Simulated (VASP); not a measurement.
# Cs2Mo2PbO8 (R-3m) in VASP: single point with PBE+D3(BJ)

Aim: the single point of Cs2Mo2PbO8 with PBE+D3(BJ).

Program: VASP 6.6.1. These are calculated values, not measurements. Logs are shortened: lines on timing, memory, paths and dates and some standing lists are left out, and cuts for length are marked.

### 1 The cell of the first run

Symmetry: R-3m, No. 166, trigonal system. Conventional cell: a = 6.169 Å, b = 6.169 Å, c = 22.927 Å, α = 90.00°, β = 90.00°, γ = 120.00°. Within 3.8 Å of Cs (site symmetry 3m) lie 10 O at 2.79 to 3.36 Å and 3 Cs at 3.76 Å. Pb (site symmetry -3m) has 12 O at 2.65 to 3.59 Å within 3.6 Å. Within 2.3 Å of Mo (site symmetry 3m) lie 4 O at 1.74 to 1.79 Å. Within 2.3 Å of O (site symmetry 3m) lie 1 Mo at 1.74 Å. Within 2.4 Å of O (site symmetry m) lie 1 Mo at 1.79 Å.

### 2 Single point, PBE+D3(BJ)

File INCAR:

```
  PREC = Accurate
  ENCUT = 520
  EDIFF = 1E-6
  ISMEAR = 0
  SIGMA = 0.02
  LREAL = F
  LASPH = T
  NELM = 100
  ALGO = Normal
  ISIF = 2
  LWAVE = F
  LCHARG = T
  GGA = PE
  IVDW = 12
  LELF = T
  LVHAR = T
  NBANDS = 66
```

File KPOINTS:

```
Automatic mesh
0
Gamma
  6 6 6
```

File POSCAR:

```
Cs2Mo2PbO8
1.0
    3.0845352915      1.7808572808      7.6423967353
   -3.0845352915      1.7808572808      7.6423967353
    0.0000000000     -3.5617145617      7.6423967353
Cs Pb Mo O
2 1 2 8
Direct
    0.8067554785      0.8067554785      0.8067554785
    0.1932445215      0.1932445215      0.1932445215
    1.0000000000      0.0000000000      0.0000000000
    0.6090481077      0.6090481077      0.6090481077
    0.3909518923      0.3909518923      0.3909518923
    0.6850979128      0.6850979128      0.6850979128
    0.3149020872      0.3149020872      0.3149020872
    0.2661072250      0.7434273559      0.7434273559
    0.7434273559      0.7434273559      0.2661072250
    0.7434273559      0.2661072250      0.7434273559
    0.7338927750      0.2565726441      0.2565726441
    0.2565726441      0.7338927750      0.2565726441
    0.2565726441      0.2565726441      0.7338927750
```

Potentials or basis: VASP PAW PBE potentials, release 64 (Cs_sv, Pb_d, Mo_sv, O).

On the command line:

```console
$ cat potpaw_PBE.64/Cs_sv/POTCAR potpaw_PBE.64/Pb_d/POTCAR potpaw_PBE.64/Mo_sv/POTCAR potpaw_PBE.64/O/POTCAR > POTCAR
$ mpirun -np 1 vasp_std > vasp.out
```

OUTCAR:

```text
PREC = Accurate
   ENCUT = 520
   EDIFF = 1E-6
   ISMEAR = 0
   LREAL = F
   LASPH = T
   NELM = 100
   ISIF = 2
   GGA = PE
   IVDW = 12
 IVDW          = 12

 ion  position               nearest neighbor table
   1  0.807  0.807  0.807-
   2  0.193  0.193  0.193-
   3  0.000  0.000  0.000-   9 2.65  13 2.65  10 2.65  11 2.65  12 2.65   8 2.65   4 3.80   5 3.80
                             4 3.80   4 3.80   5 3.80   5 3.80
   4  0.609  0.609  0.609-   6 1.74   9 1.79   8 1.79  10 1.79   3 3.80   3 3.80   3 3.80
   5  0.391  0.391  0.391-   7 1.74  13 1.79  12 1.79  11 1.79   3 3.80   3 3.80   3 3.80
   6  0.685  0.685  0.685-   4 1.74
   7  0.315  0.315  0.315-   5 1.74
   8  0.266  0.743  0.743-   4 1.79   3 2.65
   9  0.743  0.743  0.266-   4 1.79   3 2.65
  10  0.743  0.266  0.743-   4 1.79   3 2.65
  11  0.734  0.257  0.257-   5 1.79   3 2.65
  12  0.257  0.734  0.257-   5 1.79   3 2.65
  13  0.257  0.257  0.734-   5 1.79   3 2.65

  LATTYP: Found a trigonal (rhomboedric) cell.
 ALAT       =     8.4316094833
 COS(alpha) =     0.7323368926

  Lattice vectors:

 A1 = (   3.0845352915,   1.7808572808,   7.6423967353)
 A2 = (  -3.0845352915,   1.7808572808,   7.6423967353)
 A3 = (   0.0000000000,  -3.5617145617,   7.6423967353)

Analysis of symmetry for initial positions (statically):
=====================================================================
 Subroutine PRICEL returns:
 Original cell was already a primitive cell.

 Routine SETGRP: Setting up the symmetry group for a
 trigonal (rhombohedral) supercell.

 Subroutine GETGRP returns: Found 12 space group operations
 (whereof 12 operations were pure point group operations)
 out of a pool of 12 trial point group operations.

The static configuration has the point symmetry D_3d.

Analysis of symmetry for dynamics (positions and initial velocities):
=====================================================================
 Subroutine PRICEL returns:
 Original cell was already a primitive cell.

 Routine SETGRP: Setting up the symmetry group for a
 trigonal (rhombohedral) supercell.

 Subroutine GETGRP returns: Found 12 space group operations
 (whereof 12 operations were pure point group operations)
 out of a pool of 12 trial point group operations.

The dynamic configuration has the point symmetry D_3d.

 Subroutine INISYM returns: Found 12 space group operations
 (whereof 12 operations are pure point group operations),
 and found     1 'primitive' translations

----------------------------------------------------------------------------------------

                                     Primitive cell

  volume of cell :     251.8835

  direct lattice vectors                    reciprocal lattice vectors
     3.084535291  1.780857281  7.642396735     0.162098972  0.093587885  0.043616335
    -3.084535291  1.780857281  7.642396735    -0.162098972  0.093587885  0.043616335
     0.000000000 -3.561714562  7.642396735     0.000000000 -0.187175770  0.043616335

  length of vectors
     8.431609483  8.431609483  8.431609483     0.192190410  0.192190410  0.192190410

  position of ions in fractional coordinates (direct lattice)
     0.806755479  0.806755479  0.806755479
     0.193244521  0.193244521  0.193244521
     0.000000000  0.000000000  0.000000000
     0.609048108  0.609048108  0.609048108
     0.390951892  0.390951892  0.390951892
     0.685097913  0.685097913  0.685097913
     0.314902087  0.314902087  0.314902087
     0.266107225  0.743427356  0.743427356
     0.743427356  0.743427356  0.266107225
     0.743427356  0.266107225  0.743427356
     0.733892775  0.256572644  0.256572644
     0.256572644  0.733892775  0.256572644
     0.256572644  0.256572644  0.733892775

  ion indices of the primitive-cell ions
   primitive index   ion index
                 1           1
                 2           2
                 3           3
                 4           4
                 5           5
                 6           6
                 7           7
                 8           8
                 9           9
                10          10
                11          11
                12          12
                13          13

----------------------------------------------------------------------------------------

 KPOINTS: Automatic mesh

Automatic generation of k-mesh.
 Grid dimensions read from file:
 generate k-points for:    6    6    6

 Generating k-lattice:

  Cartesian coordinates                     Fractional coordinates (reciprocal lattice)
     0.027016495  0.015597981  0.007269389     0.166666667 -0.000000000 -0.000000000
    -0.027016495  0.015597981  0.007269389    -0.000000000  0.166666667 -0.000000000
     0.000000000 -0.031195962  0.007269389    -0.000000000 -0.000000000  0.166666667

  Length of vectors
     0.032031735  0.032031735  0.032031735

  Shift w.r.t. Gamma in fractional coordinates (k-lattice)
     0.000000000  0.000000000  0.000000000

 Subroutine IBZKPT returns following result:
 ===========================================

 Found     32 irreducible k-points:

 Following reciprocal coordinates:
            Coordinates               Weight
  0.000000  0.000000  0.000000      1.000000
  0.166667  0.000000  0.000000      6.000000
  0.333333  0.000000  0.000000      6.000000
  0.500000  0.000000  0.000000      3.000000
  0.166667  0.166667  0.000000      6.000000
  0.333333  0.166667  0.000000     12.000000
[... 16 lines left out ...]
  0.500000  0.500000  0.166667      6.000000
 -0.333333  0.500000  0.166667     12.000000
 [... further k-points ...]
   k-points           NKPTS =     32   k-points in BZ     NKDIM =     32   number of bands    NBANDS=     66
   number of dos      NEDOS =    301   number of ions     NIONS =     13
   total plane-waves  NPLWV = 262144
   dimension x,y,z NGX =    64 NGY =   64 NGZ =   64
   dimension x,y,z NGXF=   128 NGYF=  128 NGZF=  128
   ions per type =               2   1   2   8
   NGX,Y,Z   is equivalent  to a cutoff of  12.62, 12.62, 12.62 a.u.
   NGXF,Y,Z  is equivalent  to a cutoff of  25.24, 25.24, 25.24 a.u.
 SYSTEM =  unknown system
   PREC   = accura    normal or accurate (medium, high low for compatibility)
   ISTART =      0    job   : 0-new  1-cont  2-samecut
   ICHARG =      2    charge: 1-file 2-atom 10-const
   ISPIN  =      1    spin polarized calculation?
   LNONCOLLINEAR =      F non collinear calculations
   LSORBIT =      F    spin-orbit coupling
   LASPH  =      T    aspherical Exc in radial PAW
   ENCUT  =  520.0 eV  38.22 Ry    6.18 a.u.  15.68 15.68 15.68*2*pi/ulx,y,z
   NELM   =    100;   NELMIN=  2; NELMDL= -5     # of ELM steps
   EDIFF  = 0.1E-05   stopping-criterion for ELM
   LREAL  =      F    real-space projection
   EDIFFG = 0.1E-04   stopping-criterion for IOM
   NSW    =      0    number of steps for IOM
   IBRION =     -1    ionic relax: 0-MD 1-quasi-New 2-CG
   NFREE  =      0    steps in history (QN), initial steepest desc. (CG)
   ISIF   =      2    stress and relaxation
   ISYM   =      2    0-nonsym 1-usesym 2-fastsym
   POTIM  = 0.5000    time-step for ionic-motion
   TEBEG  =    0.0;   TEEND  =   0.0 temperature during run
   PSTRESS=    0.0 pullay stress
   NELECT =     108.0000    total number of electrons
   NUPDOWN=      -1.0000    fix difference up-down
   EMIN   =  10.00;   EMAX   =-10.00  energy-range for DOS
   EFERMI =   0.00;   METHOD = LEGACY
   ISMEAR =     0;   SIGMA  =   0.02  broadening in eV -4-tet -1-fermi 0-gaus
   EFERMI_NEDOS =   21; number of points for ismear=-14 and -15
   IALGO  =     38    algorithm
   IMIX   =      4    mixing-type and parameters
     AMIX     =   0.40;   BMIX     =  1.00
     AMIX_MAG =   1.60;   BMIX_MAG =  1.00
  volume/ion in A,a.u.               =      19.38       130.75
  Fermi-wavevector in a.u.,A,eV,Ry     =   1.234477  2.332822 20.734359  1.523932
  Thomas-Fermi vector in A             =   2.369165
   LORBIT       =      0    0 simple, 1 ext, 2 COOP (PROOUT), +10 PAW based schemes
   GGA     = PE    functional components
   LHFCALC =     F    Hartree Fock is set to
   AEXX    =    0.0000 exact exchange contribution
   IVDW    =    12    specifies the selected vdW correction
   LEPSILON=     F    determine dielectric tensor
   LRPA    =     F    only Hartree local field effects (RPA)
 non-spin polarized calculation
 Gauss-broadening in eV      SIGMA  =   0.02
  energy-cutoff  :      520.00
  volume of cell :      251.88
 maximum number of plane-waves:      6851
   NGX = 31   NGY = 31   NGZ = 31

 number of electron     107.9999998 magnetization

 Free energy of the ion-electron system (eV)
  ---------------------------------------------------
  ext. energy  EPLUGINS =         0.00000000
  ---------------------------------------------------
  free energy    TOTEN  =       -92.75387655 eV

  energy without entropy =      -92.75387655  energy(sigma->0) =      -92.75387655

 E-fermi :   1.2829     XC(G=0):  -9.1801

 val. band max:        1.1133157376   @ k =   0.5000   0.5000   0.5000
 cond. band min:       4.6531495680   @ k =   0.5000   0.5000   0.5000
 fundamental gap:      3.5398338304
 Fermi energy:         1.2829183835

 k-point     1 :       0.0000    0.0000    0.0000
  band No.  band energies     occupation
      1     -59.4735      2.00000
      2     -59.4733      2.00000
      3     -33.8908      2.00000
      4     -33.8886      2.00000
      5     -33.7759      2.00000
      6     -33.7759      2.00000
[... 58 lines left out ...]
     65       7.3436      0.00000
     66       7.4429      0.00000

 k-point     2 :       0.1667    0.0000    0.0000
  band No.  band energies     occupation
      1     -59.4734      2.00000
      2     -59.4733      2.00000
      3     -33.8907      2.00000
      4     -33.8888      2.00000
      5     -33.7760      2.00000
      6     -33.7759      2.00000
[... 58 lines left out ...]
     65       7.3894      0.00000
     66       7.4479      0.00000

 k-point     3 :       0.3333    0.0000    0.0000
  band No.  band energies     occupation
      1     -59.4734      2.00000
      2     -59.4733      2.00000
      3     -33.8904      2.00000
      4     -33.8891      2.00000
      5     -33.7761      2.00000
      6     -33.7758      2.00000
[... 1438 lines left out ...]
     65       7.3248      0.00000
     66       7.3789      0.00000

 k-point    24 :      -0.3333    0.5000    0.1667
  band No.  band energies     occupation
      1     -59.4734      2.00000
      2     -59.4733      2.00000
      3     -33.8899      2.00000
      4     -33.8895      2.00000
      5     -33.7762      2.00000
      6     -33.7756      2.00000
[... 58 lines left out ...]
     65       7.2464      0.00000
     66       7.3213      0.00000

 [... further k-points ...]

------------------------ aborting loop because EDIFF is reached ----------------------------------------

 Edisp (eV)   -2.17200

 E8    (eV) :    -0.9833

  FORCE on cell =-STRESS in cart. coord.  units (eV):
  Direction    XX          YY          ZZ          XY          YZ          ZX
  --------------------------------------------------------------------------------------
  -------------------------------------------------------------------------------------
  Total       0.36852     0.36852     0.37052     0.00000    -0.00000     0.00000
  in kB       2.34411     2.34411     2.35677     0.00000    -0.00000     0.00000
  external pressure =        2.35 kB  Pullay stress =        0.00 kB

 VOLUME and BASIS-vectors are now :
 -----------------------------------------------------------------------------
  energy-cutoff  :      520.00
  volume of cell :      251.88
      direct lattice vectors                 reciprocal lattice vectors
     3.084535291  1.780857281  7.642396735     0.162098972  0.093587885  0.043616335
    -3.084535291  1.780857281  7.642396735    -0.162098972  0.093587885  0.043616335
     0.000000000 -3.561714562  7.642396735     0.000000000 -0.187175770  0.043616335

 POSITION                                       TOTAL-FORCE (eV/Angst)
 -----------------------------------------------------------------------------------
      0.00000     -0.00000     18.49664        -0.000000     -0.000000      0.011379
      0.00000     -0.00000      4.43055        -0.000000      0.000000     -0.011379
      0.00000      0.00000      0.00000        -0.000000     -0.000000      0.000000
      0.00000     -0.00000     13.96376        -0.000000      0.000000     -0.016484
      0.00000     -0.00000      8.96343        -0.000000     -0.000000      0.016484
      0.00000     -0.00000     15.70737        -0.000000     -0.000000      0.081945
      0.00000     -0.00000      7.21982        -0.000000      0.000000     -0.081945
     -1.47231     -0.85004     13.39683        -0.075204     -0.043419     -0.024086
      0.00000      1.70008     13.39683        -0.000000      0.086838     -0.024086
      1.47231     -0.85004     13.39683         0.075204     -0.043419     -0.024086
      1.47231      0.85004      9.53036         0.075204      0.043419      0.024086
     -1.47231      0.85004      9.53036        -0.075204      0.043419      0.024086
      0.00000     -1.70008      9.53036        -0.000000     -0.086838      0.024086
 -----------------------------------------------------------------------------------
    total drift:                                0.000000     -0.000000      0.000000

  FREE ENERGIE OF THE ION-ELECTRON SYSTEM (eV)
  ---------------------------------------------------
  free  energy   TOTEN  =       -94.9258717075 eV

  energy  without entropy=      -94.9258717075  energy(sigma->0) =      -94.92587171
```

It took 18 min on 1 thread of Intel Xeon Platinum 8375C at 2.90GHz (Ice Lake), shared host; peak memory 0.86 GiB.

Results:

```yaml
Free_energy: -94.9259 eV
Pressure: 0.2 GPa
Largest_force: 0.090 eV/Å
Band_gap_on_the_k_mesh: 3.54 eV
Dispersion_energy_per_atom: -0.167 eV
```

Forces in eV/Å, atoms in the order of the input:
```
Cs   0.000  0.000  0.011
Cs   0.000  0.000 -0.011
Pb   0.000  0.000  0.000
Mo   0.000  0.000 -0.016
Mo   0.000  0.000  0.016
O    0.000  0.000  0.082
O    0.000  0.000 -0.082
O   -0.075 -0.043 -0.024
O    0.000  0.087 -0.024
O    0.075 -0.043 -0.024
O    0.075  0.043  0.024
O   -0.075  0.043  0.024
O    0.000 -0.087  0.024
```

Caveat: spin-orbit coupling is left out, which moves the levels of the heavy elements. A k mesh can miss the band edges.
